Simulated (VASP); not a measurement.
NaI:

```
CELL_PARAMETERS angstrom
4.04054 0.00000 0.00000
0.00000 4.04054 0.00000
0.00000 0.00000 4.04054
ATOMIC_POSITIONS crystal
Na 0.00000 0.00000 0.00000
I 0.50000 0.50000 0.50000
```

Base run:

| Item | Value |
| --- | --- |
| Program | VASP 6.6.1 |
| Functional | HSE06 |
| Potentials or basis | VASP PAW PBE potentials, release 64 (Na_pv, I) |
| Cutoff | 520 eV |
| k mesh | 4 × 4 × 4 |
| Occupations | gaussian, width 0.01 eV |
| Spin | no spin polarisation |

Its results: band gap on the k mesh 3.22 eV (least direct gap 3.68 eV); pressure 0.2 GPa.

The run is repeated on the same cell with these changes: functional from HSE06 to PBE. What comes out?

Band gap on the k mesh 2.29 eV (least direct gap 2.78 eV); pressure 0.5 GPa.

Caveats: the structure was generated, so it needn't be the stable form of NaI; spin-orbit coupling is left out, which moves the levels of the heavy elements; the PAW data sets were made with another functional, which shifts forces and pressure a little (at least some runs).

A k mesh can miss the band edges.
